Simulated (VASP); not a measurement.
# PbSe (Cmcm) in VASP: a series of runs

Runs on PbSe. Level: PBEsol. Tasks: single point.

Everything below comes from runs of VASP 6.6.1. Logs are shortened: lines on timing, memory, paths and dates and some standing lists are left out, and cuts for length are marked.

## (1) The cell of the first run

It takes space group Cmcm (No. 63, orthorhombic). Conventional cell: a = 4.192 Å, b = 11.932 Å, c = 4.329 Å, α = 90.00°, β = 90.00°, γ = 90.00°. Pb (site symmetry m2m) has 5 Se at 2.74 to 3.01 Å within 3.6 Å. Within 3.6 Å of Se (site symmetry m2m) lie 5 Pb at 2.74 to 3.01 Å.

## (2) Single point, PBEsol

File INCAR:

```
SYSTEM = PbSe
PREC = Accurate
ENCUT = 520
EDIFF = 1E-6
ISMEAR = 0
SIGMA = 0.01
LREAL = .FALSE.
LASPH = .TRUE.
NELM = 80
ALGO = Normal
ISIF = 2
LWAVE = .FALSE.
LCHARG = .TRUE.
GGA = PS
LELF = .TRUE.
LVHAR = .TRUE.
NBANDS = 28
```

File KPOINTS:

```
Automatic mesh
0
G
  6 6 4
  0 0 0
```

File POSCAR:

```
PbSe
1.0
    2.0958088933     -5.9658086532      0.0000000000
    2.0958088933      5.9658086532      0.0000000000
    0.0000000000      0.0000000000      4.3285003173
Pb Se
2 2
Direct
    0.6317607300      0.3682392700      0.7500000000
    0.3682392700      0.6317607300      0.2500000000
    0.8612899600      0.1387100400      0.7500000000
    0.1387100400      0.8612899600      0.2500000000
```

Potentials or basis: VASP PAW PBE potentials, release 64 (Pb_d, Se).

Command:

```
$ cat potpaw_PBE.64/Pb_d/POTCAR potpaw_PBE.64/Se/POTCAR > POTCAR
$ mpirun -np 1 vasp_std > vasp.out
```

OUTCAR:

```text
SYSTEM = PbSe
   PREC = Accurate
   ENCUT = 520
   EDIFF = 1E-6
   ISMEAR = 0
   LREAL = .FALSE.
   LASPH = .TRUE.
   NELM = 80
   ISIF = 2
   GGA = PS

 ion  position               nearest neighbor table
   1  0.632  0.368  0.750-   3 2.74   4 3.01   4 3.01   4 3.01   4 3.01   2 3.82   2 3.82   2 4.13
                             2 4.13   2 4.13   2 4.13
   2  0.368  0.632  0.250-   4 2.74   3 3.01   3 3.01   3 3.01   3 3.01   1 3.82   1 3.82   1 4.13
                             1 4.13   1 4.13   1 4.13
   3  0.861  0.139  0.750-   1 2.74   2 3.01   2 3.01   2 3.01   2 3.01
   4  0.139  0.861  0.250-   2 2.74   1 3.01   1 3.01   1 3.01   1 3.01

  LATTYP: Found a base centered orthorhombic cell.
 ALAT       =     4.1916177866
 B/A-ratio  =     2.8465422932
 C/A-ratio  =     1.0326562529

  Lattice vectors:

 A1 = (   2.0958088933,  -5.9658086532,   0.0000000000)
 A2 = (   2.0958088933,   5.9658086532,   0.0000000000)
 A3 = (   0.0000000000,   0.0000000000,   4.3285003173)

Analysis of symmetry for initial positions (statically):
=====================================================================
 Subroutine PRICEL returns:
 Original cell was already a primitive cell.

 Routine SETGRP: Setting up the symmetry group for a
 base centered orthorhombic supercell.

 Subroutine GETGRP returns: Found  8 space group operations
 (whereof  4 operations were pure point group operations)
 out of a pool of  8 trial point group operations.

The static configuration has the point symmetry C_2h.
 The point group associated with its full space group is D_2h.

Analysis of symmetry for dynamics (positions and initial velocities):
=====================================================================
 Subroutine PRICEL returns:
 Original cell was already a primitive cell.

 Routine SETGRP: Setting up the symmetry group for a
 base centered orthorhombic supercell.

 Subroutine GETGRP returns: Found  8 space group operations
 (whereof  4 operations were pure point group operations)
 out of a pool of  8 trial point group operations.

The dynamic configuration has the point symmetry C_2h.
 The point group associated with its full space group is D_2h.

 Subroutine INISYM returns: Found  8 space group operations
 (whereof  4 operations are pure point group operations),
 and found     1 'primitive' translations

----------------------------------------------------------------------------------------

                                     Primitive cell

  volume of cell :     108.2402

  direct lattice vectors                    reciprocal lattice vectors
     2.095808893 -5.965808653  0.000000000     0.238571371 -0.083810935  0.000000000
     2.095808893  5.965808653  0.000000000     0.238571371  0.083810935  0.000000000
     0.000000000  0.000000000  4.328500317     0.000000000  0.000000000  0.231026898

  length of vectors
     6.323233967  6.323233967  4.328500317     0.252864730  0.252864730  0.231026898

  position of ions in fractional coordinates (direct lattice)
     0.631760730  0.368239270  0.750000000
     0.368239270  0.631760730  0.250000000
     0.861289960  0.138710040  0.750000000
     0.138710040  0.861289960  0.250000000

  ion indices of the primitive-cell ions
   primitive index   ion index
                 1           1
                 2           2
                 3           3
                 4           4

----------------------------------------------------------------------------------------

 KPOINTS: Automatic mesh

Automatic generation of k-mesh.
 Grid dimensions read from file:
 generate k-points for:    6    6    4

 Generating k-lattice:

  Cartesian coordinates                     Fractional coordinates (reciprocal lattice)
     0.039761895 -0.013968489  0.000000000     0.166666667  0.000000000  0.000000000
     0.039761895  0.013968489  0.000000000     0.000000000  0.166666667  0.000000000
     0.000000000  0.000000000  0.057756724     0.000000000  0.000000000  0.250000000

  Length of vectors
     0.042144122  0.042144122  0.057756724

  Shift w.r.t. Gamma in fractional coordinates (k-lattice)
     0.000000000  0.000000000  0.000000000

 Subroutine IBZKPT returns following result:
 ===========================================

 Found     39 irreducible k-points:

 Following reciprocal coordinates:
            Coordinates               Weight
  0.000000  0.000000  0.000000      1.000000
  0.166667  0.000000  0.000000      4.000000
  0.333333  0.000000  0.000000      4.000000
  0.500000 -0.000000  0.000000      2.000000
  0.166667  0.166667  0.000000      2.000000
  0.333333  0.166667  0.000000      4.000000
[... 16 lines left out ...]
  0.333333  0.333333  0.250000      4.000000
  0.500000  0.333333  0.250000      8.000000
 [... further k-points ...]
   k-points           NKPTS =     39   k-points in BZ     NKDIM =     39   number of bands    NBANDS=     28
   number of dos      NEDOS =    301   number of ions     NIONS =      4
   total plane-waves  NPLWV =  73728
   dimension x,y,z NGX =    48 NGY =   48 NGZ =   32
   dimension x,y,z NGXF=    96 NGYF=   96 NGZF=   64
   ions per type =               2   2
   NGX,Y,Z   is equivalent  to a cutoff of  12.62, 12.62, 12.29 a.u.
   NGXF,Y,Z  is equivalent  to a cutoff of  25.24, 25.24, 24.58 a.u.
 SYSTEM =  PbSe
   PREC   = accura    normal or accurate (medium, high low for compatibility)
   ISTART =      0    job   : 0-new  1-cont  2-samecut
   ICHARG =      2    charge: 1-file 2-atom 10-const
   ISPIN  =      1    spin polarized calculation?
   LNONCOLLINEAR =      F non collinear calculations
   LSORBIT =      F    spin-orbit coupling
   LASPH  =      T    aspherical Exc in radial PAW
   ENCUT  =  520.0 eV  38.22 Ry    6.18 a.u.  11.76 11.76  8.05*2*pi/ulx,y,z
   NELM   =     80;   NELMIN=  2; NELMDL= -5     # of ELM steps
   EDIFF  = 0.1E-05   stopping-criterion for ELM
   LREAL  =      F    real-space projection
   EDIFFG = 0.1E-04   stopping-criterion for IOM
   NSW    =      0    number of steps for IOM
   IBRION =     -1    ionic relax: 0-MD 1-quasi-New 2-CG
   NFREE  =      0    steps in history (QN), initial steepest desc. (CG)
   ISIF   =      2    stress and relaxation
   ISYM   =      2    0-nonsym 1-usesym 2-fastsym
   POTIM  = 0.5000    time-step for ionic-motion
   TEBEG  =    0.0;   TEEND  =   0.0 temperature during run
   PSTRESS=    0.0 pullay stress
   NELECT =      40.0000    total number of electrons
   NUPDOWN=      -1.0000    fix difference up-down
   EMIN   =  10.00;   EMAX   =-10.00  energy-range for DOS
   EFERMI =   0.00;   METHOD = LEGACY
   ISMEAR =     0;   SIGMA  =   0.01  broadening in eV -4-tet -1-fermi 0-gaus
   EFERMI_NEDOS =   21; number of points for ismear=-14 and -15
   IALGO  =     38    algorithm
   IMIX   =      4    mixing-type and parameters
     AMIX     =   0.40;   BMIX     =  1.00
     AMIX_MAG =   1.60;   BMIX_MAG =  1.00
  volume/ion in A,a.u.               =      27.06       182.61
  Fermi-wavevector in a.u.,A,eV,Ry     =   1.174804  2.220057 18.778271  1.380164
  Thomas-Fermi vector in A             =   2.311195
   LORBIT       =      0    0 simple, 1 ext, 2 COOP (PROOUT), +10 PAW based schemes
   GGA     = PS    functional components
   LHFCALC =     F    Hartree Fock is set to
   AEXX    =    0.0000 exact exchange contribution
   IVDW    =     0    specifies the selected vdW correction
   LEPSILON=     F    determine dielectric tensor
   LRPA    =     F    only Hartree local field effects (RPA)
 non-spin polarized calculation
 Gauss-broadening in eV      SIGMA  =   0.01
  energy-cutoff  :      520.00
  volume of cell :      108.24
 maximum number of plane-waves:      2934
   NGX = 23   NGY = 23   NGZ = 17

 number of electron      40.0000004 magnetization

 Free energy of the ion-electron system (eV)
  ---------------------------------------------------
  ext. energy  EPLUGINS =         0.00000000
  ---------------------------------------------------
  free energy    TOTEN  =       -17.61013368 eV

  energy without entropy =      -17.61013368  energy(sigma->0) =      -17.61013368

 E-fermi :   5.1016     XC(G=0):  -9.9986

 val. band max:        5.0391721561   @ k =   0.0000   0.0000   0.5000
 cond. band min:       6.0701403228   @ k =   0.5000   0.5000   0.0000
 fundamental gap:      1.0309681667
 Fermi energy:         5.1015903727

 k-point     1 :       0.0000    0.0000    0.0000
  band No.  band energies     occupation
      1     -11.4757      2.00000
      2     -11.3285      2.00000
      3     -11.3197      2.00000
      4     -11.3131      2.00000
      5     -11.2892      2.00000
      6     -11.2847      2.00000
[... 20 lines left out ...]
     27      10.8451      0.00000
     28      11.8189      0.00000

 k-point     2 :       0.1667    0.0000    0.0000
  band No.  band energies     occupation
      1     -11.4546      2.00000
      2     -11.3236      2.00000
      3     -11.3190      2.00000
      4     -11.3007      2.00000
      5     -11.2987      2.00000
      6     -11.2856      2.00000
[... 20 lines left out ...]
     27      10.9916      0.00000
     28      12.0839      0.00000

 k-point     3 :       0.3333    0.0000    0.0000
  band No.  band energies     occupation
      1     -11.4062      2.00000
      2     -11.3278      2.00000
      3     -11.3242      2.00000
      4     -11.3181      2.00000
      5     -11.2882      2.00000
      6     -11.2835      2.00000
[... 20 lines left out ...]
     27      12.5624      0.00000
     28      12.8739      0.00000

 k-point     4 :       0.5000   -0.0000    0.0000
  band No.  band energies     occupation
      1     -11.3625      2.00000
      2     -11.3535      2.00000
      3     -11.3289      2.00000
      4     -11.3285      2.00000
      5     -11.2911      2.00000
      6     -11.2795      2.00000
[... 20 lines left out ...]
     27      13.0006      0.00000
     28      13.7966      0.00000

 k-point     5 :       0.1667    0.1667    0.0000
  band No.  band energies     occupation
      1     -11.4090      2.00000
      2     -11.3288      2.00000
      3     -11.3256      2.00000
      4     -11.3127      2.00000
      5     -11.2884      2.00000
      6     -11.2843      2.00000
[... 20 lines left out ...]
     27      12.4870      0.00000
     28      12.5237      0.00000

 k-point     6 :       0.3333    0.1667    0.0000
  band No.  band energies     occupation
      1     -11.3627      2.00000
      2     -11.3529      2.00000
      3     -11.3357      2.00000
      4     -11.3197      2.00000
      5     -11.2914      2.00000
      6     -11.2819      2.00000
[... 463 lines left out ...]
      5     -11.2967      2.00000
      6     -11.2764      2.00000
[... 20 lines left out ...]
     27      12.5254      0.00000
     28      12.8706      0.00000

 k-point    22 :      -0.1667    0.1667    0.2500
  band No.  band energies     occupation
      1     -11.4319      2.00000
      2     -11.3363      2.00000
      3     -11.3114      2.00000
      4     -11.3111      2.00000
      5     -11.3001      2.00000
      6     -11.2884      2.00000
[... 20 lines left out ...]
     27      11.0893      0.00000
     28      12.8435      0.00000

 k-point    23 :       0.3333    0.3333    0.2500
  band No.  band energies     occupation
      1     -11.4197      2.00000
      2     -11.3818      2.00000
      3     -11.3229      2.00000
      4     -11.3035      2.00000
      5     -11.2900      2.00000
      6     -11.2796      2.00000
[... 20 lines left out ...]
     27      11.6256      0.00000
     28      11.8906      0.00000

 k-point    24 :       0.5000    0.3333    0.2500
  band No.  band energies     occupation
      1     -11.4239      2.00000
      2     -11.3411      2.00000
      3     -11.3196      2.00000
      4     -11.2990      2.00000
      5     -11.2910      2.00000
      6     -11.2779      2.00000
[... 20 lines left out ...]
     27      11.9358      0.00000
     28      12.7142      0.00000

 [... further k-points ...]

------------------------ aborting loop because EDIFF is reached ----------------------------------------

  FORCE on cell =-STRESS in cart. coord.  units (eV):
  Direction    XX          YY          ZZ          XY          YZ          ZX
  --------------------------------------------------------------------------------------
  -------------------------------------------------------------------------------------
  Total        1.7973426      1.8809937      1.7004215      0.0000000     -0.0000000      0.0000000
  in kB       26.6043707     27.8425806     25.1697390      0.0000000     -0.0000000      0.0000000
  external PRESSURE =      26.5388968 kB  Pullay stress =       0.0000000 kB

 VOLUME and BASIS-vectors are now :
 -----------------------------------------------------------------------------
  energy-cutoff  :      520.00
  volume of cell :      108.24
      direct lattice vectors                 reciprocal lattice vectors
     2.095808893 -5.965808653  0.000000000     0.238571371 -0.083810935  0.000000000
     2.095808893  5.965808653  0.000000000     0.238571371  0.083810935  0.000000000
     0.000000000  0.000000000  4.328500317     0.000000000  0.000000000  0.231026898

 POSITION                                       TOTAL-FORCE (eV/Angst)
 -----------------------------------------------------------------------------------
      2.09581     -1.57212      3.24638         0.000000      0.453333     -0.000000
      2.09581      1.57212      1.08213         0.000000     -0.453333     -0.000000
      2.09581     -4.31077      3.24638         0.000000     -0.389358      0.000000
      2.09581      4.31077      1.08213         0.000000      0.389358      0.000000
 -----------------------------------------------------------------------------------
    total drift:                                0.000000     -0.000000     -0.000000

  FREE ENERGIE OF THE ION-ELECTRON SYSTEM (eV)
  ---------------------------------------------------
  free  energy   TOTEN  =       -17.6101336780 eV

  energy  without entropy=      -17.6101336780  energy(sigma->0) =      -17.61013368
```

Run time: 91 s. Hardware: 1 thread of Intel Xeon Platinum 8559C (Emerald Rapids), shared host; peak memory 0.3 GiB.

What came out:

* Free energy: -17.6101 eV
* Pressure: 2.7 GPa
* Largest force: 0.453 eV/Å
* Band gap on the k mesh: 1.03 eV, indirect (least direct gap 1.44 eV)

Forces in eV/Å, atoms in the order of the input:
```
Pb   0.000  0.453  0.000
Pb   0.000 -0.453  0.000
Se   0.000 -0.389  0.000
Se   0.000  0.389  0.000
```

Levels at points of the mesh, in eV from the valence-band top:
| k point | band 18 | band 19 | band 20 | band 21 | band 22 | band 23 |
| --- | --- | --- | --- | --- | --- | --- |
| (0.00, 0.00, 0.00) | -1.85 | -1.56 | -0.50 | 4.20 | 4.55 | 4.86 |
| (0.50, 0.00, 0.00) | -1.13 | -0.47 | -0.31 | 1.49 | 1.55 | 1.75 |
| (0.50, 0.50, 0.00) | -1.90 | -1.34 | -0.71 | 1.03 | 4.28 | 4.43 |
| (0.00, 0.00, 0.50) | -1.08 | 0.00 | 0.00 | 1.44 | 1.44 | 2.27 |
| (0.50, 0.00, 0.50) | -3.53 | -1.49 | -1.49 | 3.11 | 3.11 | 5.74 |
| (0.50, 0.50, 0.50) | -1.15 | -0.49 | -0.49 | 1.42 | 1.42 | 2.82 |

Caveat: the PAW data sets were made with another functional, which shifts forces and pressure a little; spin-orbit coupling is left out, which moves the levels of the heavy elements. A k mesh can miss the band edges.

[end of part 1 of 2]
